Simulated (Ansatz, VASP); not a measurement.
# ZnO in VASP and in Ansatz

```xyz
8
Lattice="5.6083 0.0000 0.0000 0.0000 5.6083 0.0000 0.0000 0.0000 3.2789" Properties=species:S:1:pos:R:3 pbc="T T T"
Zn    1.0190    1.0190    1.6395
Zn    4.5893    4.5893    1.6395
Zn    3.8231    1.7852    0.0000
Zn    1.7852    3.8231    0.0000
O     4.5899    1.0184    1.6395
O     1.0184    4.5899    1.6395
O     3.8225    3.8225    0.0000
O     1.7858    1.7858    0.0000
```

Alike in both runs: functional PBE; k mesh 4 × 4 × 6; occupations gaussian, width 0.02 eV; no spin polarisation.

Ansatz relaxed the structure, and its values are those at the end. VASP's run is a single point on that final structure, the one shown.

|  | VASP | Ansatz |
| --- | --- | --- |
| version | VASP 6.6.1 | Ansatz 0.2.0 |
| potentials or method | VASP PAW PBE potentials, release 64 (Zn, O), cutoff 520 eV | scalar-relativistic, plane waves, PAW |
| valence electrons in the cell | 72 | 72 |

|  | VASP | Ansatz | Ansatz less VASP |
| --- | --- | --- | --- |
| gap on the k mesh at the Fermi level (eV) | 0.74 | 0.76 | +0.015 |
| least direct gap on the mesh (eV) | 0.74 | 0.76 | +0.015 |
| pressure (GPa) | 0.8 | 0.0 | -0.81 |
| rms of the force components (eV/Å) | 0.004 | 0.001 | -0.0027 |

With one functional, cell and mesh, what is left measures potentials, basis and numerics.
